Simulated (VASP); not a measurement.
Crystal: Si3N4.

```
CELL_PARAMETERS angstrom
7.63740 0.00000 0.00000
-3.81870 6.61418 0.00000
0.00000 0.00000 2.92200
ATOMIC_POSITIONS crystal
Si 0.17446 0.76836 0.25000
Si 0.40610 0.17446 0.75000
Si 0.23164 0.40610 0.25000
Si 0.82554 0.23164 0.75000
Si 0.59390 0.82554 0.25000
Si 0.76836 0.59390 0.75000
N 0.33333 0.66667 0.25000
N 0.66667 0.33333 0.75000
N 0.32989 0.03035 0.25000
N 0.29953 0.32989 0.75000
N 0.96965 0.29953 0.25000
N 0.67011 0.96965 0.75000
N 0.70047 0.67011 0.25000
N 0.03035 0.70047 0.75000
```

Base run:

* Program: VASP 6.6.1
* Functional: PBE
* Potentials or basis: VASP PAW PBE potentials, release 64 (Si, N)
* Cutoff: 520 eV
* k mesh: 4 × 4 × 9
* Occupations: fermi-dirac, width 0.02 eV
* Spin: no spin polarisation

Its results: band gap on the k mesh 4.27 eV (least direct gap 4.46 eV); pressure 1.7 GPa; largest force 0.014 eV/Å.

Question: The run is repeated on the same cell with these changes: functional from PBE to r2SCAN. What comes out?

Answer: Band gap on the k mesh 4.93 eV (least direct gap 5.12 eV); pressure -3.8 GPa; largest force 0.052 eV/Å.

Caveats: an odd mesh through Γ misses points on the zone boundary, where band edges can lie; the cell stands under tension (at least some runs); the PAW data sets were made with another functional, which shifts forces and pressure a little (at least some runs).
